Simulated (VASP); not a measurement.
A run of VASP 6.6.1 is set up as follows.

File INCAR:

```
SYSTEM = Hg
PREC     = Accurate       ! precision mode
ENCUT    = 520            ! plane-wave cutoff, eV
EDIFF    = 1E-6           ! SCF threshold, eV
ISMEAR   = 0              ! smearing method
SIGMA    = 0.1            ! smearing width, eV
LREAL    = .FALSE.        ! projectors in reciprocal space
LASPH    = .TRUE.         ! aspherical terms in the spheres
NELM     = 150            ! most SCF steps
ALGO     = Fast           ! electronic algorithm
ISIF     = 2              ! what is computed and relaxed
LWAVE    = .FALSE.        ! write WAVECAR
LCHARG   = .FALSE.        ! write CHGCAR
LDAU     = .TRUE.         ! DFT+U
LDAUTYPE = 2            
LDAUL    = 2              ! shell
LDAUU    = 4.7            ! U, eV
LDAUJ    = 0            
LDAUPRINT= 1            
GGA      = PE             ! functional
NBANDS   = 25             ! bands
```

Contents of KPOINTS:

```
regular mesh
0
G
  6 6 6
  0 0 0
```

File POSCAR:

```
Hg
1.0
    5.1970049744      0.0000000000      0.0000000000
   -2.5985024872      4.5007383314      0.0000000000
    0.0000000000      0.0000000000      4.4300441187
Hg
3
Direct
    0.3333333333      0.6666666667      0.5000000000
    0.0000000000      0.0000000000      0.0000000000
    0.6666666667      0.3333333333      0.5000000000
```

Potentials or basis: VASP PAW PBE potentials, release 64 (Hg).

Command:

```sh
$ cat potpaw_PBE.64/Hg/POTCAR > POTCAR
$ mpirun -np 1 vasp_std > vasp.out
```

(1) Estimate the pressure.

(2) Estimate the band gap on the k mesh.

Results:

(1) 0.7 GPa.

(2) zero (bands 18 and 19 overlap by 1.85 eV).

Caveat: spin-orbit coupling is left out, which moves the levels of the heavy elements; U without spin polarisation on a metal has little footing; the U is typed as a test and isn't derived for this compound.
